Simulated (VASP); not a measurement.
Write the native input for VASP 6.6.1 that does the following.

- Task: single point
- Functional: PBEsol
- Potentials or basis: VASP PAW PBE potentials, release 64 (Ga_d, N)
- Cutoff: 520 eV
- k mesh: 7 × 7 × 7
- Occupations: gaussian, width 0.01 eV
- Spin: no spin polarisation
- Dipole correction: no
- Further INCAR settings: ALGO = Normal; EDIFF = 1e-06; NBANDS = 16

The structure of GaN lies in POSCAR:

```
GaN
1.0
    0.0000000000      2.2383763765      2.2383763765
    2.2383763765      0.0000000000      2.2383763765
    2.2383763765      2.2383763765      0.0000000000
Ga N
1 1
Direct
    0.0000000000      0.0000000000      0.0000000000
    0.7500000000      0.7500000000      0.7500000000
```

The input as run:

INCAR

```
SYSTEM = GaN
PREC = Accurate ; ENCUT = 520
EDIFF = 1E-6 ; ISMEAR = 0
SIGMA = 0.01 ; LREAL = .FALSE.
LASPH = .TRUE. ; NELM = 100
ALGO = Normal ; ISIF = 2
LWAVE = .FALSE. ; LCHARG = .FALSE.
GGA = PS ; NBANDS = 16
```

KPOINTS

```
Automatic mesh
0
G
  7 7 7
  0 0 0
```

Potentials or basis: VASP PAW PBE potentials, release 64 (Ga_d, N).

Run with:

```sh
$ cat potpaw_PBE.64/Ga_d/POTCAR potpaw_PBE.64/N/POTCAR > POTCAR
$ mpirun -np 1 vasp_std > vasp.out
```

Results of the run:

```
Pressure               : 2.5 GPa
Band gap on the k mesh : 1.81 eV, direct
```

Caveat: the PAW data sets were made with another functional, which shifts forces and pressure a little.

It took 4.4 s on 1 thread of Intel Xeon 6975P-C (shared host), peak memory 0.14 GiB.
